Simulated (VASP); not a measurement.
Input of a VASP 6.6.1 run:

Contents of INCAR:

```
PREC     = Accurate       # precision mode
ENCUT    = 520            # plane-wave cutoff, eV
EDIFF    = 1E-7           # SCF threshold, eV
ISMEAR   = -1             # smearing method
SIGMA    = 0.05           # smearing width, eV
LREAL    = False          # projectors in reciprocal space
LASPH    = True           # aspherical terms in the spheres
NELM     = 60             # most SCF steps
ALGO     = Normal         # electronic algorithm
ISIF     = 2              # what is computed and relaxed
LWAVE    = False          # write WAVECAR
LCHARG   = True           # write CHGCAR
GGA      = PE             # functional
LELF     = True           # ELF
LVHAR    = True         
NBANDS   = 15             # bands
```

File KPOINTS:

```
regular mesh
0
Gamma
  10 10 8
```

The input POSCAR:

```
GaB
1.0
    2.5566502854      0.0000000000      0.0000000000
    0.0000000000      2.5566502854      0.0000000000
    0.0000000000      0.0000000000      3.1563103881
Ga B
1 1
Direct
    0.5000000000      0.5000000000      0.5000000000
    0.0000000000      0.0000000000      0.0000000000
```

Potentials or basis: VASP PAW PBE potentials, release 64 (Ga_d, B).

Run with:

```console
$ cat potpaw_PBE.64/Ga_d/POTCAR potpaw_PBE.64/B/POTCAR > POTCAR
$ mpirun -np 1 vasp_std > vasp.out
```

(1) What does it give for the band gap on the k mesh?

(2) Estimate the pressure.

## Answers

(1) zero (band 8 reaches 13.60 eV, above the bottom of band 9 at 4.26 eV).

(2) 20.3 GPa.
